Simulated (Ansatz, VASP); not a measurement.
**Mg: VASP beside Ansatz**

The input INCAR:

```
SYSTEM = Mg
ALGO = Normal
EDIFF = 1E-7
ENCUT = 520
GGA = PE
ISIF = 2
ISMEAR = -1
LASPH = .True.
LCHARG = .False.
LREAL = .False.
LWAVE = .False.
NBANDS = 7
NELM = 80
PREC = Accurate
SIGMA = 0.1
```

File KPOINTS:

```
k-points
0
Gamma
  17 17 17
  0 0 0
```

The input POSCAR:

```
Mg
1.0
    2.9377637911      0.0000000000      0.0000000000
    0.0000000000      2.9377637911      0.0000000000
    0.0000000000      0.0000000000      2.9377637911
Mg
1
Direct
    0.0000000000      0.0000000000      0.0000000000
```

Input for Ansatz:

```yaml
crystal:
  lattice:
    - [2.9377637911, 0.0, 0.0]
    - [0.0, 2.9377637911, 0.0]
    - [0.0, 0.0, 2.9377637911]
  atoms:
    - { symbol: Mg, position: [0.0, 0.0, 0.0] }
hamiltonian:
  xc: pbe
  pseudopotentials:
    kind: paw
    azcp:
      Mg: "pseudopotentials/Mg.paw.azcp"
basis:
  ecutwfc: 420
  fft_grid_basis: typed
kpoints:
  mp_grid: { grid: [17, 17, 17], shift: [0, 0, 0] }
magnetization:
  spin_polarized: false
scf:
  occupations: { method: fermi_dirac, width: 0.1 }
output:
  stress: true
```

Alike in both runs: task single point; functional PBE; k mesh 17 × 17 × 17; occupations fermi-dirac, width 0.1 eV; no spin polarisation.

```csv
,VASP,Ansatz
version,VASP 6.6.1,Ansatz 0.2.0
potentials or method,"VASP PAW PBE potentials, release 64 (Mg), cutoff 520 eV","plane waves (420 eV) with PAW, scalar-relativistic"
valence electrons in the cell,2,10
```

```csv
,VASP,Ansatz,Ansatz less VASP
pressure (GPa),2.2,2.3,+0.06
```

VASP's potentials hold 2 valence electrons a cell and Ansatz's 10, so a difference there can come from the potentials and not from the codes.
